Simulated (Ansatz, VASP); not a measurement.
## Al in VASP and in Ansatz

```
Al
1.0
     0.00000    1.78519    1.78519
     1.78519    0.00000    1.78519
     1.78519    1.78519    0.00000
Al
1
Cartesian
  0.0000 0.0000 0.0000
```

Change from the starting cell: volume scaled by 0.72, PAW files.

Alike in both runs: task single point; functional LDA; k mesh 18 × 18 × 18; occupations fermi-dirac, width 0.05 eV; no spin polarisation.

|  | VASP | Ansatz |
| --- | --- | --- |
| version | VASP 6.6.1 | Ansatz 0.2.0 |
| potentials or method | VASP PAW LDA potentials, release 64 (Al) | PAW with Ansatz's default frozen-core files, scalar-relativistic |
| plane-wave cutoff (eV) | 520 | 420 |
| valence electrons in the cell | 3 | 3 |

Ansatz gave:

```
pressure (GPa) : 57.1
```

Task: Which values does VASP return?

Result: Pressure (GPa): 57.6.

LDA's correlation is that of Perdew and Zunger in VASP and of Perdew and Wang (1992) in Ansatz. Both programs put the cell under a high pressure, so it lies far from rest at this level.
